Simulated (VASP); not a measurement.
A run of VASP 6.6.1 is set up as follows.

File INCAR:

```
PREC = Accurate
ENCUT = 520
EDIFF = 1E-6
ISMEAR = -1
SIGMA = 0.05
LREAL = F
LASPH = T
NELM = 80
ALGO = Normal
ISIF = 2
LWAVE = F
LCHARG = F
GGA = RP
IVDW = 12
NBANDS = 16
```

KPOINTS

```
regular mesh
0
Gamma
  10 10 8
```

The input POSCAR:

```
TiB2
1.0
    2.9119588657      0.0000000000      0.0000000000
   -1.4559794328      2.5218303525      0.0000000000
    0.0000000000      0.0000000000      3.0536505187
Ti B
1 2
Direct
    0.0000000000      0.0000000000      0.0000000000
    0.6666666667      0.3333333333      0.5000000000
    0.3333333333      0.6666666667      0.5000000000
```

Potentials or basis: VASP PAW PBE potentials, release 64 (Ti_sv, B).

Launch:

```bash
$ cat potpaw_PBE.64/Ti_sv/POTCAR potpaw_PBE.64/B/POTCAR > POTCAR
$ mpirun -np 1 vasp_std > vasp.out
```

(1) What does it give for the pressure?

(2) Predict the dispersion energy per atom.

Results:

(1) 0.1 GPa.

(2) -2.297 eV.

Caveat: the dispersion term is far too large for a dense solid, which distorts pressure and volume; the PAW data sets were made with another functional, which shifts forces and pressure a little.
